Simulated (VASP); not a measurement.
Write the native input for VASP 6.6.1 that does the following.

| Item | Value |
| --- | --- |
| Task | relaxation of cell and atoms |
| Functional | PBEsol |
| Potentials or basis | VASP PAW PBE potentials, release 64 (Be, Te) |
| Cutoff | 600 eV |
| k mesh | 8 × 8 × 8 |
| Occupations | fermi-dirac, width 0.02 eV |
| Spin | no spin polarisation |
| Dipole correction | no |
| Further INCAR settings | ALGO = Normal; EDIFF = 1e-07; IBRION = 2; EDIFFG = -0.005; NSW = 80; ISIF = 3 |

The structure of BeTe lies in POSCAR:

```
BeTe
1.0
    0.0000000000      2.8318743933      2.8318743933
    2.8318743933      0.0000000000      2.8318743933
    2.8318743933      2.8318743933      0.0000000000
Be Te
1 1
Direct
    0.0000000000      0.0000000000      0.0000000000
    0.2500000000      0.2500000000      0.2500000000
```

These files were run (other wordings do the same):

INCAR

```
SYSTEM = BeTe
PREC = Accurate
ENCUT = 600
EDIFF = 1E-7
ISMEAR = -1
SIGMA = 0.02
LREAL = .FALSE.
LASPH = .TRUE.
NELM = 80
ALGO = Normal
ISIF = 3
LWAVE = .FALSE.
LCHARG = .FALSE.
GGA = PS
IBRION = 2
NSW = 80
EDIFFG = -0.005
```

KPOINTS

```
Automatic mesh
0
G
  8 8 8
  0 0 0
```

Potentials or basis: VASP PAW PBE potentials, release 64 (Be, Te).

The run is started by

```sh
$ cat potpaw_PBE.64/Be/POTCAR potpaw_PBE.64/Te/POTCAR > POTCAR
$ mpirun -np 1 vasp_std > vasp.out
```

Results of the run:

```json
{"Relaxed volume": "22.10 Å³/atom", "Relaxed cell": "a = 3.968 Å, b = 3.968 Å, c = 3.968 Å, α = 60.00°, β = 60.00°, γ = 60.00°", "Space group after relaxing (to 0.05 Å)": "F-43m (No. 216)", "Energy gained by relaxing": "3.1 meV/atom", "Ionic steps": "3", "Pressure after relaxing": "0.0 GPa", "Band gap on the k mesh": "1.83 eV, indirect (least direct gap 3.59 eV)"}
```

Caveat: the PAW data sets were made with another functional, which shifts forces and pressure a little; spin-orbit coupling is left out, which moves the levels of the heavy elements.

It took 11 s on 1 thread of Intel(R) Xeon(R) 6975P-C (Granite Rapids), on a shared host, peak memory 0.18 GiB.
